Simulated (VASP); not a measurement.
Si2Ni: single point with PBE

Crystal: Si2Ni.

```
Si Ni
1.0
     0.00000    2.81134    2.81134
     2.81134    0.00000    2.81134
     2.81134    2.81134    0.00000
Si Ni
2 1
Cartesian
  1.4057 1.4057 1.4057
  4.2170 4.2170 4.2170
  0.0000 0.0000 0.0000
```

```yaml
Program: VASP 6.6.1
Task: single point
Functional: PBE
Potentials_or_basis: VASP PAW PBE potentials, release 64 (Si, Ni)
Cutoff: 520 eV
k_mesh: 14 × 14 × 14
Occupations: gaussian, width 0.1 eV
Spin: no spin polarisation
Dipole_correction: no
Further_INCAR_settings: ALGO = Normal; EDIFF = 1e-06; NBANDS = 16
```

```yaml
Pressure: -11.2 GPa
Band_gap_on_the_k_mesh: zero (band 9 reaches 10.35 eV, above the bottom of band 10 at 8.07 eV)
```

Levels at points of the mesh, in eV from the Fermi level:
| k point | band 5 | band 6 | band 7 | band 8 | band 9 | band 10 | band 11 | band 12 | band 13 | band 14 |
| --- | --- | --- | --- | --- | --- | --- | --- | --- | --- | --- |
| (0.00, 0.00, 0.00) | -2.80 | -2.80 | -1.06 | 1.66 | 1.66 | 1.66 | 2.56 | 2.56 | 2.56 | 4.61 |
| (0.50, 0.00, 0.00) | -3.07 | -2.66 | -2.66 | -1.05 | -1.05 | 1.69 | 1.86 | 1.86 | 2.07 | 8.99 |
| (0.50, 0.50, 0.00) | -3.87 | -2.92 | -2.92 | -2.76 | -2.48 | -0.45 | 1.76 | 7.51 | 7.51 | 7.88 |

Wall time 40 s on 1 thread of AMD EPYC 9R45 96-Core Processor (Zen 5), on a shared host, peak memory 0.18 GiB.

Spin polarisation is off, so any magnetic state and its effect on volume and gap are missing.
